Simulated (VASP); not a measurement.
Runs of VASP 6.6.1 on Ir. The structure is that of space group P6_3/mmc (No. 194), or close to it. The cells are those of the table. This isn't the form of Ir at room conditions, which is fcc.

```csv
cell,gap on the mesh (eV),pressure (GPa)
"a = 2.751, b = 2.751, c = 4.284 Å, angles 90.0, 90.0, 120.0°, 2 atoms",none,9.9
"a = 2.861, b = 2.861, c = 4.284 Å, angles 90.0, 90.0, 120.0°, 2 atoms",none,-15.4
"a = 2.641, b = 2.641, c = 4.819 Å, angles 90.0, 90.0, 120.0°, 2 atoms",none,(b)
"a = 2.641, b = 2.641, c = 4.641 Å, angles 90.0, 90.0, 120.0°, 2 atoms",none,(a)
"a = 2.861, b = 2.861, c = 4.105 Å, angles 90.0, 90.0, 120.0°, 2 atoms",none,1.7
"a = 2.751, b = 2.751, c = 4.641 Å, angles 90.0, 90.0, 120.0°, 2 atoms",none,-18.1
```

Alike in all rows: task single point; level r2SCAN; potentials or basis VASP PAW PBE potentials, release 64 (Ir); no spin polarisation; k mesh 18 × 18 × 12; cutoff (eV) 520; smearing gaussian 0.15 eV.

Question: Fill in the values left out.

Answer: (a) 12.3; (b) 1.1.

Caveats: the PAW data sets were made with another functional, which shifts forces and pressure a little; spin-orbit coupling is left out, which moves the levels of the heavy elements; the stress differs along the axes, from -10 to 24 GPa (at least some runs); the stress differs along the axes, from 4 to 21 GPa (at least some runs); the stress differs along the axes, from -22 to -2 GPa (at least some runs); the stress differs along the axes, from -27 to 15 GPa (at least some runs); the stress differs along the axes, from -25 to -14 GPa (at least some runs).

A k mesh can miss the band edges, and the runs leave out spin-orbit coupling on Ir.

A gap of «none» marks levels without a gap at the run's occupations.
